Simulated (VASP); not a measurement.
Here is a VASP 6.6.1 calculation.

Contents of INCAR:

```
  PREC = Accurate
  ENCUT = 520
  EDIFF = 1E-6
  ISMEAR = -1
  SIGMA = 0.05
  LREAL = False
  LASPH = True
  NELM = 80
  ALGO = Normal
  ISIF = 2
  LWAVE = False
  LCHARG = False
  GGA = PS
  NBANDS = 26
```

KPOINTS

```
regular mesh
0
Gamma
  6 6 6
```

Contents of POSCAR:

```
Mg2CdS3
1.0
   -2.0269140630      6.0502597607      2.8499225576
    2.0262828905     -6.0501544607      2.8491765779
    2.0162655644      6.0465524979     -2.8495661642
Mg Cd S
2 1 3
Direct
    0.4302298666      0.2687948416      0.1680718066
    0.0949294656      0.2684971120      0.8325157414
    0.7597811503      0.2658076066      0.5002824611
    0.3342912926      0.0109329041      0.3295477541
    0.6756497022      0.0112795214      0.6711876863
    0.0236955718      0.0297433255      0.0003166185
```

Potentials or basis: VASP PAW PBE potentials, release 64 (Mg, Cd, S).

Command:

```console
$ cat potpaw_PBE.64/Mg/POTCAR potpaw_PBE.64/Cd/POTCAR potpaw_PBE.64/S/POTCAR > POTCAR
$ mpirun -np 1 vasp_std > vasp.out
```

Problem. What does it give for the pressure?

Solution. 0.1 GPa.

Problem. Predict the largest force.

Solution. 0.053 eV/Å.

Problem. Predict the band gap on the k mesh.

Solution. 2.41 eV.

Forces on the atoms (eV/Å):
```
Mg   0.000  0.002  0.002
Mg   0.001  0.000  0.002
Cd  -0.001 -0.002 -0.005
S    0.000 -0.030 -0.025
S   -0.001  0.032 -0.027
S    0.001 -0.001  0.053
```

Caveat: the PAW data sets were made with another functional, which shifts forces and pressure a little. A k mesh can miss the band edges.
